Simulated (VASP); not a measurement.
Crystal: AlOs3.

```
CELL_PARAMETERS angstrom
3.77339 0.00000 0.00000
0.00000 3.77339 0.00000
0.00000 0.00000 3.77339
ATOMIC_POSITIONS crystal
Al 0.00000 0.00000 0.00000
Os 0.00000 0.50000 0.50000
Os 0.50000 0.00000 0.50000
Os 0.50000 0.50000 0.00000
```

- Program: VASP 6.6.1
- Task: relaxation of cell and atoms
- Functional: PBE
- Potentials or basis: VASP PAW PBE potentials, release 64 (Al, Os)
- Cutoff: 600 eV
- k mesh: 4 × 4 × 4
- Occupations: gaussian, width 0.1 eV
- Spin: no spin polarisation

At the start: pressure 25.3 GPa; volume 13.43 Å³/atom.

Problem. Where does the relaxation end?

Solution. Over 4 steps the energy falls by 73.5 meV/atom and the volume is 14.44 Å³/atom (+7.5 %); space group Pm-3m (No. 221, to 0.1 Å) before and after.

Step by step:
```
step  energy change (eV)  largest force (eV/Å)  pressure (GPa)  volume (Å³)
   1              0.0000                0.0000           25.30        53.73
   2              1.8410                0.0000          -38.61        71.97
   3             -0.2914                0.0000           -1.98        58.11
   4             -0.2938                0.0000           -0.20        57.76
```

Final structure:
```yaml
crystal:
  lattice:
    - [3.86547, 0.00000, 0.00000]
    - [0.00000, 3.86547, 0.00000]
    - [0.00000, 0.00000, 3.86547]
  atoms:
    - { symbol: Al, position: [0.00000, 0.00000, 0.00000] }
    - { symbol: Os, position: [0.00000, 0.50000, 0.50000] }
    - { symbol: Os, position: [0.50000, 0.00000, 0.50000] }
    - { symbol: Os, position: [0.50000, 0.50000, 0.00000] }
```

Caveat: the k points lie up to 0.41 Å⁻¹ apart in the final cell, too coarse for converged energies and pressures of a metal.
